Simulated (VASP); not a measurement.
PbF2:

```
CELL_PARAMETERS angstrom
6.40810 0.00000 0.00000
0.00000 3.87964 0.00000
0.00000 0.00000 7.66379
ATOMIC_POSITIONS crystal
Pb 0.25508 0.25000 0.89406
Pb 0.74492 0.75000 0.10594
Pb 0.75508 0.25000 0.60594
Pb 0.24492 0.75000 0.39406
F 0.47410 0.25000 0.15348
F 0.52590 0.75000 0.84652
F 0.97410 0.25000 0.34652
F 0.02590 0.75000 0.65348
F 0.64080 0.75000 0.43486
F 0.35920 0.25000 0.56514
F 0.14080 0.75000 0.06514
F 0.85920 0.25000 0.93486
```

Base run:

```yaml
Program: VASP 6.6.1
Functional: PBE
Potentials_or_basis: VASP PAW PBE potentials, release 64 (Pb_d, F)
Cutoff: 520 eV
k_mesh: 4 × 6 × 3
Occupations: fermi-dirac, width 0.02 eV
Spin: no spin polarisation
```

Its results: band gap on the k mesh 4.31 eV, indirect (least direct gap 4.56 eV); pressure 3.4 GPa; largest force 0.076 eV/Å.

Task: The run is repeated on the same cell with these changes: functional from PBE to r2SCAN. What comes out?

Result: Band gap on the k mesh 4.76 eV, indirect (least direct gap 5.01 eV); pressure 0.1 GPa; largest force 0.015 eV/Å.

r2SCAN gives the wider gap, since meta-GGAs in the generalised Kohn-Sham scheme recover part of the derivative discontinuity.

Caveats: spin-orbit coupling is left out, which moves the levels of the heavy elements; the PAW data sets were made with another functional, which shifts forces and pressure a little (some runs).

A k mesh can miss the band edges.
